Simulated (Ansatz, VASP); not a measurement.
**Hg: VASP beside Ansatz**

Contents of INCAR:

```
  ALGO = Normal
  EDIFF = 1E-6
  ENCUT = 520
  GGA = PE
  ISIF = 2
  ISMEAR = -1
  LASPH = True
  LCHARG = False
  LREAL = False
  LWAVE = False
  NBANDS = 25
  NELM = 60
  PREC = Accurate
  SIGMA = 0.05
```

Contents of KPOINTS:

```
k-points
0
Gamma
  7 7 10
```

POSCAR

```
Hg
1.0
    4.2905993990      0.0000000000      0.0000000000
   -2.1452996995      3.7157680770      0.0000000000
    0.0000000000      0.0000000000      2.4956133716
Hg
3
Direct
    0.0000000000      0.0000000000      0.0000000000
    0.3333333333      0.6666666667      0.5000000000
    0.6666666667      0.3333333333      0.5000000000
```

Input for Ansatz:

```yaml
crystal:
  lattice:
    - [4.290599399, 0.0, 0.0]
    - [-2.1452996995, 3.715768077, 0.0]
    - [0.0, 0.0, 2.4956133716]
  atoms:
    - { symbol: Hg, position: [0.0, 0.0, 0.0] }
    - { symbol: Hg, position: [0.3333333333, 0.6666666667, 0.5] }
    - { symbol: Hg, position: [0.6666666667, 0.3333333333, 0.5] }
kpoints:
  mp_grid: { grid: [7, 7, 10] }
  band_path:
    path:
      - [0.0, 0.0, 0.0]
      - [0.5, 0.0, 0.0]
      - [0.3333333333, 0.3333333333, 0.0]
      - [0.0, 0.0, 0.0]
      - [0.0, 0.0, 0.5]
      - [0.5, 0.0, 0.5]
      - [0.3333333333, 0.3333333333, 0.5]
      - [0.0, 0.0, 0.5]
      - [0.5, 0.0, 0.5]
    npoints: 8
scf:
  occupations: { method: fermi_dirac, width: 0.05 }
hamiltonian:
  xc: pbe
  pseudopotentials: { kind: paw }
output:
  forces: true
  stress: true
  eigenvalues: true
  populations: true
  dos: { projected: true, de: 0.2, e_range: [-14, 8] }
  write_density: true
  write_potential: true
  elf: true
  volumetric_format: npy
```

Change from the starting cell: volume scaled by 0.45, PAW files.

Alike in both runs: task single point; functional PBE; k mesh 7 × 7 × 10; occupations fermi-dirac, width 0.05 eV; no spin polarisation.

|  | VASP | Ansatz |
| --- | --- | --- |
| version | VASP 6.6.1 | Ansatz 0.2.0 |
| potentials or method | VASP PAW PBE potentials, release 64 (Hg) | PAW with Ansatz's default frozen-core files, scalar-relativistic |
| plane-wave cutoff (eV) | 520 | 420 |
| valence electrons in the cell | 36 | 60 |

Ansatz gave:

* pressure (GPa): 172.8
* traceless stress, the component that is largest in VASP (GPa): -0.22

Task: Estimate VASP's values.

Result: Pressure (GPa): 181.0; traceless stress, the component that is largest in VASP (GPa): 1.11.

Both programs put the cell under a high pressure, so it lies far from rest at this level. VASP's potentials hold 36 valence electrons a cell and Ansatz's 60, so a difference there can come from the potentials and not from the codes.

Spin-orbit coupling is off throughout. Noted on VASP's run: the cell as given lies far from equilibrium.
